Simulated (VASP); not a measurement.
# NiO (Fm-3m) in VASP: single point with PBEsol+U

Aim: the single point of NiO with PBEsol+U.

Program: VASP 6.6.1. These are calculated values, not measurements. Logs are shortened: lines on timing, memory, paths and dates and some standing lists are left out, and cuts for length are marked.

## (1) The cell of the first run

The structure is cubic, space group Fm-3m (No. 225). The conventional cell has a = 4.183 Å, b = 4.183 Å, c = 4.183 Å, α = 90.00°, β = 90.00°, γ = 90.00°. Ni (site symmetry m-3m) has 6 O at 2.09 Å within 2.8 Å. Within 2.8 Å of O (site symmetry m-3m) lie 6 Ni at 2.09 Å.

## (2) Single point, PBEsol+U

INCAR reads:

```
ALGO = Normal
EDIFF = 1E-6
ENCUT = 700
GGA = PS
GGA_COMPAT = False
ISIF = 2
ISMEAR = 0
LASPH = True
LCHARG = False
LDAU = True
LDAUJ = 0 0
LDAUL = 2 -1
LDAUPRINT = 1
LDAUTYPE = 2
LDAUU = 7.2 0
LMAXMIX = 4
LREAL = False
LWAVE = False
NBANDS = 19
NELM = 200
PREC = Accurate
SIGMA = 0.05
```

KPOINTS reads:

```
k-points
0
Gamma
  10 10 10
```

POSCAR reads:

```
NiO
1.0
    0.0000000000      2.0913095126      2.0913095126
    2.0913095126      0.0000000000      2.0913095126
    2.0913095126      2.0913095126      0.0000000000
Ni O
1 1
Direct
    0.0000000000      0.0000000000      0.0000000000
    0.5000000000      0.5000000000      0.5000000000
```

Potentials or basis: VASP PAW PBE potentials, release 64 (Ni_sv_GW, O).

On the command line:

```sh
cat potpaw_PBE.64/Ni_sv_GW/POTCAR potpaw_PBE.64/O/POTCAR > POTCAR
mpirun -np 1 vasp_std > vasp.out
```

OUTCAR:

```text
EDIFF = 1E-6
   ENCUT = 700
   GGA = PS
   ISIF = 2
   ISMEAR = 0
   LASPH = True
   LREAL = False
   NELM = 200
   PREC = Accurate

 ion  position               nearest neighbor table
   1  0.000  0.000  0.000-   2 2.09   2 2.09   2 2.09   2 2.09   2 2.09   2 2.09
   2  0.500  0.500  0.500-   1 2.09   1 2.09   1 2.09   1 2.09   1 2.09   1 2.09

  LATTYP: Found a face centered cubic cell.
 ALAT       =     4.1826190252

  Lattice vectors:

 A1 = (   0.0000000000,   2.0913095126,   2.0913095126)
 A2 = (   2.0913095126,   0.0000000000,   2.0913095126)
 A3 = (   2.0913095126,   2.0913095126,   0.0000000000)

Analysis of symmetry for initial positions (statically):
=====================================================================
 Subroutine PRICEL returns:
 Original cell was already a primitive cell.

 Routine SETGRP: Setting up the symmetry group for a
 face centered cubic supercell.

 Subroutine GETGRP returns: Found 48 space group operations
 (whereof 48 operations were pure point group operations)
 out of a pool of 48 trial point group operations.

The static configuration has the point symmetry O_h .

Analysis of symmetry for dynamics (positions and initial velocities):
=====================================================================
 Subroutine PRICEL returns:
 Original cell was already a primitive cell.

 Routine SETGRP: Setting up the symmetry group for a
 face centered cubic supercell.

 Subroutine GETGRP returns: Found 48 space group operations
 (whereof 48 operations were pure point group operations)
 out of a pool of 48 trial point group operations.

The dynamic configuration has the point symmetry O_h .

 Subroutine INISYM returns: Found 48 space group operations
 (whereof 48 operations are pure point group operations),
 and found     1 'primitive' translations

----------------------------------------------------------------------------------------

                                     Primitive cell

  volume of cell :      18.2930

  direct lattice vectors                    reciprocal lattice vectors
     0.000000000  2.091309513  2.091309513    -0.239084649  0.239084649  0.239084649
     2.091309513  0.000000000  2.091309513     0.239084649 -0.239084649  0.239084649
     2.091309513  2.091309513  0.000000000     0.239084649  0.239084649 -0.239084649

  length of vectors
     2.957558276  2.957558276  2.957558276     0.414106759  0.414106759  0.414106759

  position of ions in fractional coordinates (direct lattice)
     0.000000000  0.000000000  0.000000000
     0.500000000  0.500000000  0.500000000

  ion indices of the primitive-cell ions
   primitive index   ion index
                 1           1
                 2           2

----------------------------------------------------------------------------------------

 KPOINTS: k-points

Automatic generation of k-mesh.
 Grid dimensions read from file:
 generate k-points for:   10   10   10

 Generating k-lattice:

  Cartesian coordinates                     Fractional coordinates (reciprocal lattice)
    -0.023908465  0.023908465  0.023908465     0.100000000  0.000000000  0.000000000
     0.023908465 -0.023908465  0.023908465     0.000000000  0.100000000  0.000000000
     0.023908465  0.023908465 -0.023908465     0.000000000  0.000000000  0.100000000

  Length of vectors
     0.041410676  0.041410676  0.041410676

  Shift w.r.t. Gamma in fractional coordinates (k-lattice)
     0.000000000  0.000000000  0.000000000

 Subroutine IBZKPT returns following result:
 ===========================================

 Found     47 irreducible k-points:

 Following reciprocal coordinates:
            Coordinates               Weight
  0.000000  0.000000  0.000000      1.000000
  0.100000  0.000000  0.000000      8.000000
  0.200000  0.000000  0.000000      8.000000
  0.300000  0.000000  0.000000      8.000000
  0.400000  0.000000  0.000000      8.000000
  0.500000  0.000000  0.000000      4.000000
[... 16 lines left out ...]
  0.300000  0.300000  0.000000      6.000000
  0.400000  0.300000  0.000000     24.000000
 [... further k-points ...]
   k-points           NKPTS =     47   k-points in BZ     NKDIM =     47   number of bands    NBANDS=     19
   number of dos      NEDOS =    301   number of ions     NIONS =      2
   total plane-waves  NPLWV =  21952
   dimension x,y,z NGX =    28 NGY =   28 NGZ =   28
   dimension x,y,z NGXF=    56 NGYF=   56 NGZF=   56
   ions per type =               1   1
   NGX,Y,Z   is equivalent  to a cutoff of  15.74, 15.74, 15.74 a.u.
   NGXF,Y,Z  is equivalent  to a cutoff of  31.48, 31.48, 31.48 a.u.
 SYSTEM =  unknown system
   PREC   = accura    normal or accurate (medium, high low for compatibility)
   ISTART =      0    job   : 0-new  1-cont  2-samecut
   ICHARG =      2    charge: 1-file 2-atom 10-const
   ISPIN  =      1    spin polarized calculation?
   LNONCOLLINEAR =      F non collinear calculations
   LSORBIT =      F    spin-orbit coupling
   LASPH  =      T    aspherical Exc in radial PAW
   ENCUT  =  700.0 eV  51.45 Ry    7.17 a.u.   6.38  6.38  6.38*2*pi/ulx,y,z
   NELM   =    200;   NELMIN=  2; NELMDL= -5     # of ELM steps
   EDIFF  = 0.1E-05   stopping-criterion for ELM
   LREAL  =      F    real-space projection
   EDIFFG = 0.1E-04   stopping-criterion for IOM
   NSW    =      0    number of steps for IOM
   IBRION =     -1    ionic relax: 0-MD 1-quasi-New 2-CG
   NFREE  =      0    steps in history (QN), initial steepest desc. (CG)
   ISIF   =      2    stress and relaxation
   ISYM   =      2    0-nonsym 1-usesym 2-fastsym
   POTIM  = 0.5000    time-step for ionic-motion
   TEBEG  =    0.0;   TEEND  =   0.0 temperature during run
   PSTRESS=    0.0 pullay stress
   NELECT =      24.0000    total number of electrons
   NUPDOWN=      -1.0000    fix difference up-down
   EMIN   =  10.00;   EMAX   =-10.00  energy-range for DOS
   EFERMI =   0.00;   METHOD = LEGACY
   ISMEAR =     0;   SIGMA  =   0.05  broadening in eV -4-tet -1-fermi 0-gaus
   EFERMI_NEDOS =   21; number of points for ismear=-14 and -15
   IALGO  =     38    algorithm
   IMIX   =      4    mixing-type and parameters
     AMIX     =   0.40;   BMIX     =  1.00
     AMIX_MAG =   1.60;   BMIX_MAG =  1.00
  volume/ion in A,a.u.               =       9.15        61.72
  Fermi-wavevector in a.u.,A,eV,Ry     =   1.792188  3.386745 43.701074  3.211938
  Thomas-Fermi vector in A             =   2.854603
   LORBIT       =      0    0 simple, 1 ext, 2 COOP (PROOUT), +10 PAW based schemes
 LDA+U is selected, type is set to LDAUTYPE =  2
   angular momentum for each species LDAUL =     2   -1
   U (eV)           for each species LDAUU =   7.2  0.0
   J (eV)           for each species LDAUJ =   0.0  0.0
   GGA     = PS    functional components
   LHFCALC =     F    Hartree Fock is set to
   AEXX    =    0.0000 exact exchange contribution
   IVDW    =     0    specifies the selected vdW correction
   LEPSILON=     F    determine dielectric tensor
   LRPA    =     F    only Hartree local field effects (RPA)
 non-spin polarized calculation
 Gauss-broadening in eV      SIGMA  =   0.05
  energy-cutoff  :      700.00
  volume of cell :       18.29
 maximum number of plane-waves:       785
 NGX is ok and might be reduce to    28
   NGX = 13   NGY = 13   NGZ = 13

atom =   1  type =  1  l = 2

 onsite density matrix

spin component  1

  0.9248  0.0000 -0.0000  0.0000 -0.0000
  0.0000  0.9248 -0.0000  0.0000  0.0000
 -0.0000 -0.0000  0.6015 -0.0000  0.0000
  0.0000  0.0000 -0.0000  0.9248 -0.0000
 -0.0000  0.0000  0.0000 -0.0000  0.6015

spin component  2

  0.9248  0.0000 -0.0000  0.0000 -0.0000
  0.0000  0.9248 -0.0000  0.0000  0.0000
 -0.0000 -0.0000  0.6015 -0.0000  0.0000
  0.0000  0.0000 -0.0000  0.9248 -0.0000
 -0.0000  0.0000  0.0000 -0.0000  0.6015

 occupancies and eigenvectors

  o =  0.6015  v =  0.0000  0.0000  0.9938  0.0000 -0.1114  0.0000  0.0000  0.0000  0.0000  0.0000      0.0000  0.0000  0.0000  0.0000  0.0000  0.0000  0.0000  0.0000  0.0000  0.0000
  o =  0.6015  v =  0.0000  0.0000  0.0000  0.0000  0.0000  0.0000  0.0000  0.9938  0.0000 -0.1114      0.0000  0.0000  0.0000  0.0000  0.0000  0.0000  0.0000  0.0000  0.0000  0.0000
  o =  0.6015  v =  0.0000 -0.0000  0.1114  0.0000  0.9938  0.0000  0.0000  0.0000  0.0000  0.0000      0.0000  0.0000  0.0000  0.0000  0.0000  0.0000  0.0000  0.0000  0.0000  0.0000
  o =  0.6015  v =  0.0000  0.0000  0.0000  0.0000  0.0000  0.0000 -0.0000  0.1114  0.0000  0.9938      0.0000  0.0000  0.0000  0.0000  0.0000  0.0000  0.0000  0.0000  0.0000  0.0000
  o =  0.9248  v =  0.0000  0.9263 -0.0000  0.3769  0.0000  0.0000  0.0000  0.0000  0.0000  0.0000      0.0000  0.0000  0.0000  0.0000  0.0000  0.0000  0.0000  0.0000  0.0000  0.0000
  o =  0.9248  v =  0.0000  0.0000  0.0000  0.0000  0.0000  0.0000  0.9263 -0.0000  0.3769  0.0000      0.0000  0.0000  0.0000  0.0000  0.0000  0.0000  0.0000  0.0000  0.0000  0.0000
  o =  0.9248  v =  1.0000  0.0000  0.0000  0.0000  0.0000  0.0000  0.0000  0.0000  0.0000  0.0000      0.0000  0.0000  0.0000  0.0000  0.0000  0.0000  0.0000  0.0000  0.0000  0.0000
  o =  0.9248  v =  0.0000  0.0000  0.0000  0.0000  0.0000  1.0000  0.0000  0.0000  0.0000  0.0000      0.0000  0.0000  0.0000  0.0000  0.0000  0.0000  0.0000  0.0000  0.0000  0.0000
  o =  0.9248  v =  0.0000  0.0000  0.0000  0.0000  0.0000  0.0000 -0.3769  0.0000  0.9263 -0.0000      0.0000  0.0000  0.0000  0.0000  0.0000  0.0000  0.0000  0.0000  0.0000  0.0000
  o =  0.9248  v =  0.0000 -0.3769  0.0000  0.9263 -0.0000  0.0000  0.0000  0.0000  0.0000  0.0000      0.0000  0.0000  0.0000  0.0000  0.0000  0.0000  0.0000  0.0000  0.0000  0.0000

 number of electron      24.0000000 magnetization

 Free energy of the ion-electron system (eV)
  ---------------------------------------------------
  ext. energy  EPLUGINS =         0.00000000
  ---------------------------------------------------
  free energy    TOTEN  =        -8.16642764 eV

  energy without entropy =       -8.16441145  energy(sigma->0) =       -8.16541954

 E-fermi :   6.6231     XC(G=0): -13.2310

 val. band max:        6.6157929192   @ k =  -0.4000   0.4000   0.1000
 cond. band min:       6.6383770339   @ k =   0.3000   0.2000   0.0000
 fundamental gap:      0.0225841147
 Fermi energy:         6.6231019047

 k-point     1 :       0.0000    0.0000    0.0000
  band No.  band energies     occupation
      1     -95.1621      2.00000
      2     -55.7430      2.00000
      3     -55.7430      2.00000
      4     -55.7430      2.00000
      5     -13.6864      2.00000
      6       2.8073      2.00000
[... 505 lines left out ...]
      6      -0.3377      2.00000
[... 11 lines left out ...]
     18      23.6531      0.00000
     19      34.7264      0.00000

 [... further k-points ...]

------------------------ aborting loop because EDIFF is reached ----------------------------------------

  FORCE on cell =-STRESS in cart. coord.  units (eV):
  Direction    XX          YY          ZZ          XY          YZ          ZX
  --------------------------------------------------------------------------------------
  -------------------------------------------------------------------------------------
  Total       -1.6819440     -1.6819440     -1.6819440      0.0000000      0.0000000     -0.0000000
  in kB     -147.3116759   -147.3116759   -147.3116759      0.0000000      0.0000000     -0.0000000
  external PRESSURE =    -147.3116759 kB  Pullay stress =       0.0000000 kB

 VOLUME and BASIS-vectors are now :
 -----------------------------------------------------------------------------
  energy-cutoff  :      700.00
  volume of cell :       18.29
      direct lattice vectors                 reciprocal lattice vectors
     0.000000000  2.091309513  2.091309513    -0.239084649  0.239084649  0.239084649
     2.091309513  0.000000000  2.091309513     0.239084649 -0.239084649  0.239084649
     2.091309513  2.091309513  0.000000000     0.239084649  0.239084649 -0.239084649

 POSITION                                       TOTAL-FORCE (eV/Angst)
 -----------------------------------------------------------------------------------
      0.00000      0.00000      0.00000         0.000000      0.000000      0.000000
      2.09131      2.09131      2.09131        -0.000000     -0.000000     -0.000000
 -----------------------------------------------------------------------------------
    total drift:                               -0.000000      0.000000      0.000000

  FREE ENERGIE OF THE ION-ELECTRON SYSTEM (eV)
  ---------------------------------------------------
  free  energy   TOTEN  =        -8.1664276421 eV

  energy  without entropy=       -8.1644114478  energy(sigma->0) =       -8.16541954
```

It took 17 s on 1 thread of Intel Xeon 6975P-C (Granite Rapids), shared host; peak memory 0.18 GiB.

What came out:

* Free energy: -8.1664 eV
* Pressure: -14.7 GPa
* Band gap on the k mesh: zero (bands 12 and 13 overlap by 2.84 eV)

Eigenvalues of the final occupation matrices:
```csv
site,spin,trace,eigenvalues
site 1 d,1,3.98,0.60 0.60 0.92 0.92 0.92
site 1 d,2,3.98,0.60 0.60 0.92 0.92 0.92
```

Caveat: the cell stands under tension; the PAW data sets were made with another functional, which shifts forces and pressure a little; the run has no spin polarisation, though such a crystal can be magnetic; U without spin polarisation on a metal has little footing. Spin polarisation is off, so any magnetic state and its effect on volume and gap are missing.

The gap in the log of VASP goes by the Fermi energy; the results here count the filled bands.